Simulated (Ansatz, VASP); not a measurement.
## BN: VASP beside Ansatz

Contents of INCAR:

```
PREC     = Accurate       # precision mode
ENCUT    = 520            # plane-wave cutoff, eV
EDIFF    = 1E-7           # SCF threshold, eV
ISMEAR   = 0              # smearing method
SIGMA    = 0.05           # smearing width, eV
LREAL    = F              # projectors in reciprocal space
LASPH    = T              # aspherical terms in the spheres
NELM     = 80             # most SCF steps
ALGO     = Normal         # electronic algorithm
ISIF     = 2              # what is computed and relaxed
LWAVE    = F              # write WAVECAR
LCHARG   = F              # write CHGCAR
GGA      = PE             # functional
NBANDS   = 16             # bands
```

File KPOINTS:

```
Automatic mesh
0
Gamma
  12 12 6
```

The input POSCAR:

```
BN
1.0
    2.5545800962      0.0000000000      0.0000000000
   -1.2772900481      2.2123312593      0.0000000000
    0.0000000000      0.0000000000      4.2245145363
B N
2 2
Direct
    0.7103276610      0.3652953995      0.9998058548
    0.3333333333      0.6666666667      0.4998058548
    0.6666666667      0.3333333333      0.6251941452
    0.3333333333      0.6666666667      0.1251941452
```

Input for Ansatz:

```yaml
crystal:
  lattice:
    - [2.5545800962, 0.0, 0.0]
    - [-1.2772900481, 2.2123312593, 0.0]
    - [0.0, 0.0, 4.2245145363]
  atoms:
    - { symbol: B, position: [0.710327661, 0.3652953995, 0.9998058548] }
    - { symbol: B, position: [0.3333333333, 0.6666666667, 0.4998058548] }
    - { symbol: "N", position: [0.6666666667, 0.3333333333, 0.6251941452] }
    - { symbol: "N", position: [0.3333333333, 0.6666666667, 0.1251941452] }
basis:
  ecutwfc: 420
kpoints:
  mp_grid: { grid: [12, 12, 6] }
hamiltonian:
  xc: pbe
scf:
  occupations: { method: gaussian, width: 0.05 }
output:
  forces: true
  stress: true
  eigenvalues: true
```

Alike in both runs: task single point; functional PBE; k mesh 12 × 12 × 6; occupations gaussian, width 0.05 eV; no spin polarisation.

|  | VASP | Ansatz |
| --- | --- | --- |
| version | VASP 6.6.1 | Ansatz 0.2.0 |
| potentials or method | VASP PAW PBE potentials, release 64 (B, N), cutoff 520 eV | scalar-relativistic, plane waves, PAW |
| valence electrons in the cell | 16 | 16 |

Ansatz gave:

```
gap on the k mesh at the Fermi level (eV)                     : 4.79
least direct gap on the mesh (eV)                             : 7.45
pressure (GPa)                                                : 1.6
traceless stress, the component that is largest in VASP (GPa) : 2.04
rms of the force components (eV/Å)                            : 1.020
```

**Question.** Estimate VASP's values.

**Answer.** gap on the k mesh at the Fermi level (eV): 4.77; least direct gap on the mesh (eV): 7.44; pressure (GPa): 1.8; traceless stress, the component that is largest in VASP (GPa): 2.09; rms of the force components (eV/Å): 1.025.

Atom by atom the forces differ by 0.005 eV/Å (rms over components).
